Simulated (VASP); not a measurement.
# Al12C in VASP: further runs

Al12C is run at these levels: PBE; tasks: relaxation of the atoms.

Program: VASP 6.6.1. These are calculated values, not measurements. Logs are shortened: lines on timing, memory, paths and dates and some standing lists are left out, and cuts for length are marked.

## 1. The cell of the first run

The cell holds a slab with vacuum, 13 atoms: a = 5.714 Å, b = 5.714 Å, c = 20.102 Å, α = 90.00°, β = 90.00°, γ = 120.00°.

## 2. Relaxation of the atoms, PBE

File INCAR:

```
ALGO = Normal
DIPOL = 0.5 0.5 0.326
EDIFF = 1E-6
EDIFFG = -0.025
ENCUT = 520
GGA = PE
IBRION = 2
IDIPOL = 3
ISIF = 2
ISMEAR = 0
LASPH = T
LCHARG = F
LDIPOL = T
LREAL = F
LWAVE = F
NELM = 100
NSW = 36
PREC = Accurate
SIGMA = 0.1
```

File KPOINTS:

```
k-points
0
Gamma
  6 6 1
```

File POSCAR:

```
Al12C
1.0
    5.7143028096      0.0000000000      0.0000000000
   -2.8571514048      4.9487313980      0.0000000000
    0.0000000000      0.0000000000     20.1016424764
Al C
12 1
Selective dynamics
Direct
    0.3333333333      0.1666666667      0.1989887147  F F F
    0.3333333333      0.6666666667      0.1989887147  F F F
    0.8333333333      0.1666666667      0.1989887147  F F F
    0.8333333333      0.6666666667      0.1989887147  F F F
    0.1666666667      0.3333333333      0.3134533099  F F F
    0.1666666667      0.8333333333      0.3134533099  F F F
    0.6666666667      0.3333333333      0.3134533099  F F F
    0.6666666667      0.8333333333      0.3134533099  F F F
    0.0000000000      0.0000000000      0.4279074452  F F F
    0.0000000000      0.5000000000      0.4279074452  F F F
    0.5000000000      0.0000000000      0.4279074452  F F F
    0.5000000000      0.5000000000      0.4279074452  F F F
    0.1666666667      0.3333333333      0.4726636343  F F T
```

Potentials or basis: VASP PAW PBE potentials, release 64 (Al, C).

Launch:

```bash
$ cat potpaw_PBE.64/Al/POTCAR potpaw_PBE.64/C/POTCAR > POTCAR
$ mpirun -np 1 vasp_std > vasp.out
```

OUTCAR:

```text
EDIFF = 1E-6
   EDIFFG = -0.025
   ENCUT = 520
   GGA = PE
   IBRION = 2
   ISIF = 2
   ISMEAR = 0
   LASPH = T
   LREAL = F
   NELM = 100
   NSW = 36
   PREC = Accurate

 ion  position               nearest neighbor table
   1  0.333  0.167  0.199-   5 2.83   6 2.83   7 2.83   4 2.86   2 2.86   2 2.86   4 2.86   3 2.86
                             3 2.86
   2  0.333  0.667  0.199-   6 2.83   5 2.83   8 2.83   3 2.86   1 2.86   1 2.86   3 2.86   4 2.86
                             4 2.86
   3  0.833  0.167  0.199-   7 2.83   8 2.83   5 2.83   4 2.86   2 2.86   4 2.86   2 2.86   1 2.86
                             1 2.86
   4  0.833  0.667  0.199-   8 2.83   7 2.83   6 2.83   3 2.86   1 2.86   3 2.86   1 2.86   2 2.86
                             2 2.86
   5  0.167  0.333  0.313-   9 2.83  12 2.83  10 2.83   1 2.83   2 2.83   3 2.83   8 2.86   6 2.86
                             6 2.86   8 2.86   7 2.86   7 2.86
   6  0.167  0.833  0.313-  10 2.83  11 2.83   9 2.83   2 2.83   1 2.83   4 2.83   7 2.86   5 2.86
                             5 2.86   7 2.86   8 2.86   8 2.86
   7  0.667  0.333  0.313-  11 2.83  10 2.83  12 2.83   3 2.83   4 2.83   1 2.83   8 2.86   6 2.86
                             8 2.86   6 2.86   5 2.86   5 2.86
   8  0.667  0.833  0.313-  12 2.83   9 2.83  11 2.83   4 2.83   3 2.83   2 2.83   7 2.86   5 2.86
                             7 2.86   5 2.86   6 2.86   6 2.86
   9  0.000  0.000  0.428-  13 1.88   5 2.83   8 2.83   6 2.83  12 2.86  10 2.86  10 2.86  12 2.86
                            11 2.86  11 2.86
  10  0.000  0.500  0.428-  13 1.88   6 2.83   7 2.83   5 2.83  11 2.86   9 2.86   9 2.86  11 2.86
                            12 2.86  12 2.86
  11  0.500  0.000  0.428-   7 2.83   6 2.83   8 2.83  10 2.86  12 2.86  12 2.86  10 2.86   9 2.86
                             9 2.86
  12  0.500  0.500  0.428-  13 1.88   8 2.83   5 2.83   7 2.83  11 2.86   9 2.86  11 2.86   9 2.86
                            10 2.86  10 2.86
  13  0.167  0.333  0.473-   9 1.88  12 1.88  10 1.88

  LATTYP: Found a hexagonal cell.
 ALAT       =     5.7143028096
 C/A-ratio  =     3.5177769093

  Lattice vectors:

 A1 = (   5.7143028096,   0.0000000000,   0.0000000000)
 A2 = (  -2.8571514048,   4.9487313980,   0.0000000000)
 A3 = (   0.0000000000,   0.0000000000,  20.1016424764)

Analysis of symmetry for initial positions (statically):
=====================================================================
 Subroutine PRICEL returns:
 Original cell was already a primitive cell.

 Routine SETGRP: Setting up the symmetry group for a
 hexagonal supercell.

 Subroutine GETGRP returns: Found  6 space group operations
 (whereof  2 operations were pure point group operations)
 out of a pool of 24 trial point group operations.

The static configuration has the point symmetry C_1h.
 The point group associated with its full space group is C_3v.

Analysis of symmetry for dynamics (positions and initial velocities):
=====================================================================
 Subroutine PRICEL returns:
 Original cell was already a primitive cell.

 Routine SETGRP: Setting up the symmetry group for a
 hexagonal supercell.

 Subroutine GETGRP returns: Found  6 space group operations
 (whereof  2 operations were pure point group operations)
 out of a pool of 24 trial point group operations.

The dynamic configuration has the point symmetry C_1h.
 The point group associated with its full space group is C_3v.

Analysis of constrained symmetry for selective dynamics:
=====================================================================
 Subroutine PRICEL returns:
 Original cell was already a primitive cell.

 Routine SETGRP: Setting up the symmetry group for a
 hexagonal supercell.

 Subroutine GETGRP returns: Found  6 space group operations
 (whereof  2 operations were pure point group operations)
 out of a pool of 24 trial point group operations.

The constrained configuration has the point symmetry C_1h.
 The point group associated with its full space group is C_3v.

 Subroutine INISYM returns: Found  6 space group operations
 (whereof  2 operations are pure point group operations),
 and found     1 'primitive' translations

----------------------------------------------------------------------------------------

                                     Primitive cell

  volume of cell :     568.4453

  direct lattice vectors                    reciprocal lattice vectors
     5.714302810  0.000000000  0.000000000     0.174999476  0.101035995  0.000000000
    -2.857151405  4.948731398  0.000000000     0.000000000  0.202071990  0.000000000
     0.000000000  0.000000000 20.101642476     0.000000000  0.000000000  0.049747179

  length of vectors
     5.714302810  5.714302810 20.101642476     0.202071990  0.202071990  0.049747179

  position of ions in fractional coordinates (direct lattice)
     0.333333333  0.166666667  0.198988715
     0.333333333  0.666666667  0.198988715
     0.833333333  0.166666667  0.198988715
     0.833333333  0.666666667  0.198988715
     0.166666667  0.333333333  0.313453310
     0.166666667  0.833333333  0.313453310
     0.666666667  0.333333333  0.313453310
     0.666666667  0.833333333  0.313453310
     0.000000000  0.000000000  0.427907445
     0.000000000  0.500000000  0.427907445
     0.500000000  0.000000000  0.427907445
     0.500000000  0.500000000  0.427907445
     0.166666667  0.333333333  0.472663634

  ion indices of the primitive-cell ions
   primitive index   ion index
                 1           1
                 2           2
                 3           3
                 4           4
                 5           5
                 6           6
                 7           7
                 8           8
                 9           9
                10          10
                11          11
                12          12
                13          13

----------------------------------------------------------------------------------------

 KPOINTS: k-points

Automatic generation of k-mesh.
 Grid dimensions read from file:
 generate k-points for:    6    6    1

 Generating k-lattice:

  Cartesian coordinates                     Fractional coordinates (reciprocal lattice)
     0.029166579  0.016839332  0.000000000     0.166666667  0.000000000  0.000000000
     0.000000000  0.033678665  0.000000000     0.000000000  0.166666667  0.000000000
     0.000000000  0.000000000  0.049747179     0.000000000  0.000000000  1.000000000

  Length of vectors
     0.033678665  0.033678665  0.049747179

  Shift w.r.t. Gamma in fractional coordinates (k-lattice)
     0.000000000  0.000000000  0.000000000

 Subroutine IBZKPT returns following result:
 ===========================================

 Found      7 irreducible k-points:

 Following reciprocal coordinates:
            Coordinates               Weight
  0.000000  0.000000  0.000000      1.000000
  0.166667  0.000000  0.000000      6.000000
  0.333333  0.000000  0.000000      6.000000
  0.500000  0.000000  0.000000      3.000000
  0.166667  0.166667  0.000000      6.000000
  0.333333  0.166667  0.000000     12.000000
  0.333333  0.333333  0.000000      2.000000
   k-points           NKPTS =      7   k-points in BZ     NKDIM =      7   number of bands    NBANDS=     27
   number of dos      NEDOS =    301   number of ions     NIONS =     13
   total plane-waves  NPLWV = 264600
   dimension x,y,z NGX =    42 NGY =   42 NGZ =  150
   dimension x,y,z NGXF=    84 NGYF=   84 NGZF=  300
   ions per type =              12   1
   NGX,Y,Z   is equivalent  to a cutoff of  12.22, 12.22, 12.41 a.u.
   NGXF,Y,Z  is equivalent  to a cutoff of  24.44, 24.44, 24.81 a.u.
 SYSTEM =  unknown system
   PREC   = accura    normal or accurate (medium, high low for compatibility)
   ISTART =      0    job   : 0-new  1-cont  2-samecut
   ICHARG =      2    charge: 1-file 2-atom 10-const
   ISPIN  =      1    spin polarized calculation?
   LNONCOLLINEAR =      F non collinear calculations
   LSORBIT =      F    spin-orbit coupling
   LASPH  =      T    aspherical Exc in radial PAW
   ENCUT  =  520.0 eV  38.22 Ry    6.18 a.u.  10.62 10.62 37.38*2*pi/ulx,y,z
   NELM   =    100;   NELMIN=  2; NELMDL= -5     # of ELM steps
   EDIFF  = 0.1E-05   stopping-criterion for ELM
   LREAL  =      F    real-space projection
   EDIFFG = -.3E-01   stopping-criterion for IOM
   NSW    =     36    number of steps for IOM
   IBRION =      2    ionic relax: 0-MD 1-quasi-New 2-CG
   NFREE  =      1    steps in history (QN), initial steepest desc. (CG)
   ISIF   =      2    stress and relaxation
   ISYM   =      2    0-nonsym 1-usesym 2-fastsym
   POTIM  = 0.5000    time-step for ionic-motion
   TEBEG  =    0.0;   TEEND  =   0.0 temperature during run
   PSTRESS=    0.0 pullay stress
   NELECT =      40.0000    total number of electrons
   NUPDOWN=      -1.0000    fix difference up-down
   EMIN   =  10.00;   EMAX   =-10.00  energy-range for DOS
   EFERMI =   0.00;   METHOD = LEGACY
   ISMEAR =     0;   SIGMA  =   0.10  broadening in eV -4-tet -1-fermi 0-gaus
   EFERMI_NEDOS =   21; number of points for ismear=-14 and -15
   IALGO  =     38    algorithm
   IMIX   =      4    mixing-type and parameters
     AMIX     =   0.40;   BMIX     =  1.00
     AMIX_MAG =   1.60;   BMIX_MAG =  1.00
  volume/ion in A,a.u.               =      43.73       295.08
  Fermi-wavevector in a.u.,A,eV,Ry     =   0.675873  1.277215  6.215205  0.456805
  Thomas-Fermi vector in A             =   1.753019
   LORBIT       =      0    0 simple, 1 ext, 2 COOP (PROOUT), +10 PAW based schemes
   GGA     = PE    functional components
   LHFCALC =     F    Hartree Fock is set to
   AEXX    =    0.0000 exact exchange contribution
   IVDW    =     0    specifies the selected vdW correction
   LEPSILON=     F    determine dielectric tensor
   LRPA    =     F    only Hartree local field effects (RPA)
 conjugate gradient relaxation of ions
 non-spin polarized calculation
 Gauss-broadening in eV      SIGMA  =   0.10
  energy-cutoff  :      520.00
  volume of cell :      568.45
 maximum number of plane-waves:     15351
   NGX = 21   NGY = 21   NGZ = 75

 dipolmoment           0.000000      0.000000     -0.214478 electrons x Angstroem

--------------------------------------- Ionic step        1  -------------------------------------------

 number of electron      40.0000000 magnetization

 Free energy of the ion-electron system (eV)
  ---------------------------------------------------
  ext. energy  EPLUGINS =         0.00000000
  ---------------------------------------------------
  free energy    TOTEN  =       -49.31405275 eV

  energy without entropy =      -49.27733464  energy(sigma->0) =      -49.29569369

------------------------ aborting loop because EDIFF is reached ----------------------------------------

  FORCE on cell =-STRESS in cart. coord.  units (eV):
  Direction    XX          YY          ZZ          XY          YZ          ZX
  --------------------------------------------------------------------------------------
  -------------------------------------------------------------------------------------
  Total       -1.0642485     -1.0642485      3.7191833     -0.0000000     -0.0000000      0.0000000
  in kB       -2.9996112     -2.9996112     10.4826114     -0.0000000     -0.0000000      0.0000000
  external PRESSURE =       1.4944630 kB  Pullay stress =       0.0000000 kB
[... 81 lines left out ...]
--------------------------------------- Ionic step        3  -------------------------------------------

 number of electron      40.0000000 magnetization

 dipolmoment           0.000000      0.000000      0.154121 electrons x Angstroem

 Free energy of the ion-electron system (eV)
  ---------------------------------------------------
  ext. energy  EPLUGINS =         0.00000000
  ---------------------------------------------------
  free energy    TOTEN  =       -49.33651578 eV

  energy without entropy =      -49.29966348  energy(sigma->0) =      -49.31808963

 E-fermi :  -0.0846     XC(G=0):  -4.5281

 val. band max:       -0.1051666600   @ k =   0.5000   0.0000   0.0000
 cond. band min:      -0.0829371535   @ k =   0.1667   0.0000   0.0000
 fundamental gap:      0.0222295064
 Fermi energy:        -0.0845627573

 k-point     1 :       0.0000    0.0000    0.0000
  band No.  band energies     occupation
      1     -11.5546      2.00000
      2     -10.2266      2.00000
      3      -8.1718      2.00000
      4      -5.6914      2.00000
      5      -5.0263      2.00000
      6      -5.0263      2.00000
[... 199 lines left out ...]
     26       2.6184      0.00000
     27       2.6720      0.00000

------------------------ aborting loop because EDIFF is reached ----------------------------------------

 vacuum level on the upper side and lower side of the slab       (xc-potential included)         0.472        -0.494

  FORCE on cell =-STRESS in cart. coord.  units (eV):
  Direction    XX          YY          ZZ          XY          YZ          ZX
  --------------------------------------------------------------------------------------
  -------------------------------------------------------------------------------------
  Total       -2.1206190     -2.1206190      3.1741283      0.0000000     -0.0000000      0.0000000
  in kB       -5.9770178     -5.9770178      8.9463602      0.0000000     -0.0000000      0.0000000
  external PRESSURE =      -1.0025584 kB  Pullay stress =       0.0000000 kB
[... 28 lines left out ...]
  FREE ENERGIE OF THE ION-ELECTRON SYSTEM (eV)
  ---------------------------------------------------
  free  energy   TOTEN  =       -49.3365157832 eV

  energy  without entropy=      -49.2996634796  energy(sigma->0) =      -49.31808963

 reached required accuracy - stopping structural energy minimisation

 vacuum level on the upper side and lower side of the slab         5.033         4.044
```

It took 19 min on 1 thread of Intel Xeon 8259CL, shared host; peak memory 0.67 GiB.

What came out:

```yaml
Free_energy: -49.3365 eV
Energy_gained_by_relaxing: 1.7 meV/atom
Ionic_steps: 3
Band_gap_on_the_k_mesh: zero (bands 20 and 21 overlap by 0.31 eV)
```

The path:
| step | energy change (eV) | largest force on free atoms (eV/Å) | pressure (GPa) |
| --- | --- | --- | --- |
| 1 | 0.0000 | 0.6281 | 0.15 |
| 2 | -0.0150 | 0.3619 | 0.04 |
| 3 | -0.0225 | 0.0030 | -0.10 |

Final structure:
```yaml
crystal:
  lattice:
    - [5.71430, 0.00000, 0.00000]
    - [-2.85715, 4.94873, 0.00000]
    - [0.00000, 0.00000, 20.10164]
  atoms:
    - { symbol: Al, position: [0.33333, 0.16667, 0.19899] }
    - { symbol: Al, position: [0.33333, 0.66667, 0.19899] }
    - { symbol: Al, position: [0.83333, 0.16667, 0.19899] }
    - { symbol: Al, position: [0.83333, 0.66667, 0.19899] }
    - { symbol: Al, position: [0.16667, 0.33333, 0.31345] }
    - { symbol: Al, position: [0.16667, 0.83333, 0.31345] }
    - { symbol: Al, position: [0.66667, 0.33333, 0.31345] }
    - { symbol: Al, position: [0.66667, 0.83333, 0.31345] }
    - { symbol: Al, position: [0.00000, 0.00000, 0.42791] }
    - { symbol: Al, position: [0.00000, 0.50000, 0.42791] }
    - { symbol: Al, position: [0.50000, 0.00000, 0.42791] }
    - { symbol: Al, position: [0.50000, 0.50000, 0.42791] }
    - { symbol: C, position: [0.16667, 0.33333, 0.47622] }
```

## 3. Relaxation of the atoms, PBE

File INCAR:

```
SYSTEM = Al12C
  PREC = Accurate
  ENCUT = 520
  EDIFF = 1E-7
  ISMEAR = 0
  SIGMA = 0.1
  LREAL = .FALSE.
  LASPH = .TRUE.
  NELM = 80
  ALGO = Normal
  ISIF = 2
  LWAVE = .FALSE.
  LCHARG = .FALSE.
  LDIPOL = .TRUE.
  IDIPOL = 3
  DIPOL = 0.5 0.5 0.326
  GGA = PE
  IBRION = 2
  NSW = 36
  EDIFFG = -0.025
```

File KPOINTS:

```
Automatic mesh
0
G
  6 6 1
  0 0 0
```

Changes to POSCAR since step 2:

```diff
@@ -21,2 +21,2 @@
     0.5000000000      0.5000000000      0.4279074452  F F F
-    0.1666666667      0.3333333333      0.4726636343  F F T
+    0.3333333333      0.1666666667      0.4726636343  F F T
```

Potentials or basis: VASP PAW PBE potentials, release 64 (Al, C).

Launch:

```bash
$ cat potpaw_PBE.64/Al/POTCAR potpaw_PBE.64/C/POTCAR > POTCAR
$ mpirun -np 1 vasp_std > vasp.out
```

Wall time 9.3 min (1 thread of Intel Xeon Platinum 8259CL at 2.50GHz (Skylake/Cascade Lake), shared host); peak memory 0.67 GiB.

The run converged. Its results:

```yaml
Free_energy: -49.2494 eV
Energy_gained_by_relaxing: 4.0 meV/atom
Ionic_steps: 3
Band_gap_on_the_k_mesh: zero (bands 20 and 21 overlap by 0.25 eV)
```

Step by step:
| step | energy change (eV) | largest force on free atoms (eV/Å) | pressure (GPa) |
| --- | --- | --- | --- |
| 1 | 0.0000 | 0.9878 | 0.29 |
| 2 | -0.0363 | 0.5399 | 0.11 |
| 3 | -0.0524 | 0.0246 | -0.09 |

Final structure:
```yaml
crystal:
  lattice:
    - [5.71430, 0.00000, 0.00000]
    - [-2.85715, 4.94873, 0.00000]
    - [0.00000, 0.00000, 20.10164]
  atoms:
    - { symbol: Al, position: [0.33333, 0.16667, 0.19899] }
    - { symbol: Al, position: [0.33333, 0.66667, 0.19899] }
    - { symbol: Al, position: [0.83333, 0.16667, 0.19899] }
    - { symbol: Al, position: [0.83333, 0.66667, 0.19899] }
    - { symbol: Al, position: [0.16667, 0.33333, 0.31345] }
    - { symbol: Al, position: [0.16667, 0.83333, 0.31345] }
    - { symbol: Al, position: [0.66667, 0.33333, 0.31345] }
    - { symbol: Al, position: [0.66667, 0.83333, 0.31345] }
    - { symbol: Al, position: [0.00000, 0.00000, 0.42791] }
    - { symbol: Al, position: [0.00000, 0.50000, 0.42791] }
    - { symbol: Al, position: [0.50000, 0.00000, 0.42791] }
    - { symbol: Al, position: [0.50000, 0.50000, 0.42791] }
    - { symbol: C, position: [0.33333, 0.16667, 0.47789] }
```

Levels at points of the mesh, in eV from the Fermi level:
```
           k point  band 16  band 17  band 18  band 19  band 20  band 21  band 22  band 23  band 24  band 25
(0.00, 0.00, 0.00)    -2.73    -1.62    -1.62    -1.62    -0.58    -0.20    -0.20    -0.06     1.46     1.58
(0.50, 0.00, 0.00)    -0.68    -0.55    -0.37    -0.27    -0.14     0.08     0.70     1.04     1.53     1.60
```

The gap in the log of VASP goes by the Fermi energy; the results here count the filled bands.